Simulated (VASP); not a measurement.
# Sb: single point with PBE

Sb:

```
Sb
1.0
     1.65131    0.95338    6.35910
    -1.65131    0.95338    6.35910
     0.00000   -1.90677    6.35910
Sb
2
Cartesian
  0.0000 0.0000 1.4327
  0.0000 0.0000 17.6446
```

```json
{
  "Program": "VASP 6.6.1",
  "Task": "single point",
  "Functional": "PBE",
  "Potentials or basis": "VASP PAW PBE potentials, release 64 (Sb)",
  "Cutoff": "520 eV",
  "k mesh": "6 × 6 × 6",
  "Occupations": "gaussian, width 0.1 eV",
  "Spin": "no spin polarisation"
}
```

The pressure is -0.1 GPa. The largest force is 0.028 eV/Å. The band gap on the k mesh is zero (band 5 reaches 11.64 eV, above the bottom of band 6 at 4.97 eV).

Forces on the atoms (eV/Å):
```
Sb   0.000  0.000  0.028
Sb   0.000  0.000 -0.028
```

Stress tensor (GPa, compression positive):
```
-0.27  0.00  0.00
 0.00 -0.27  0.00
 0.00  0.00  0.30
```

Levels at points of the mesh, in eV from the Fermi level:
```
           k point  band 3  band 4  band 5  band 6  band 7  band 8
(0.00, 0.00, 0.00)   -5.37    2.75    4.44    4.44    5.71    5.71
(0.50, 0.00, 0.00)   -5.40   -3.86   -1.96    1.63    2.25    2.59
(0.50, 0.50, 0.00)   -5.21   -4.16   -0.99    1.28    1.99    3.20
(0.50, 0.50, 0.50)   -2.97   -1.32    4.26    4.26    6.01    6.01
```

Run time: 62 s on 1 thread of AMD EPYC 7R43 64-Core Processor (Zen 3), on a shared host, peak memory 0.27 GiB.

Caveat: the k points lie up to 0.37 Å⁻¹ apart; spin-orbit coupling is left out, which moves the levels of the heavy elements.
